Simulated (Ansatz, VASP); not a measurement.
**KBr: VASP beside Ansatz**

INCAR

```
SYSTEM = KBr
PREC = Accurate
ENCUT = 520
EDIFF = 1E-6
ISMEAR = 0
SIGMA = 0.05
LREAL = .False.
LASPH = .True.
NELM = 100
ALGO = Normal
ISIF = 2
LWAVE = .False.
LCHARG = .False.
GGA = PE
NBANDS = 15
```

Contents of KPOINTS:

```
Automatic mesh
0
Gamma
  6 6 6
  0 0 0
```

The input POSCAR:

```
KBr
1.0
    0.0000000000      3.1608000000      3.0291000000
    3.1608000000      0.0000000000      3.0291000000
    3.1608000000      3.1608000000      0.0000000000
K Br
1 1
Direct
    0.0000000000      0.0000000000      0.0000000000
    0.5000000000      0.5000000000      0.5000000000
```

Input for Ansatz:

```yaml
crystal:
  lattice:
    - [0.0, 3.1608, 3.0291]
    - [3.1608, 0.0, 3.0291]
    - [3.1608, 3.1608, 0.0]
  atoms:
    - { symbol: K, position: [0.0, 0.0, 0.0] }
    - { symbol: Br, position: [0.5, 0.5, 0.5] }
basis:
  ecutwfc: 420
kpoints:
  mp_grid: { grid: [6, 6, 6] }
hamiltonian:
  xc: pbe
scf:
  occupations: { method: gaussian, width: 0.05 }
output:
  forces: true
  stress: true
  eigenvalues: true
```

Change from the starting cell: strain -0.040 along x and y, -0.080 along z, atoms carried along.

Alike in both runs: task single point; functional PBE; k mesh 6 × 6 × 6; occupations gaussian, width 0.05 eV; no spin polarisation.

```csv
,VASP,Ansatz
version,VASP 6.6.1,Ansatz 0.2.0
potentials or method,"VASP PAW PBE potentials, release 64 (K_sv, Br), cutoff 520 eV","scalar-relativistic, plane waves, PAW"
valence electrons in the cell,16,16
```

|  | VASP | Ansatz | Ansatz less VASP |
| --- | --- | --- | --- |
| gap on the k mesh at the Fermi level (eV) | 4.89 | 4.89 | +0.003 |
| least direct gap on the mesh (eV) | 4.89 | 4.89 | +0.003 |
| pressure (GPa) | 5.3 | 5.2 | -0.10 |
| traceless stress, the component that is largest in VASP (GPa) | 2.28 | 2.24 | -0.034 |
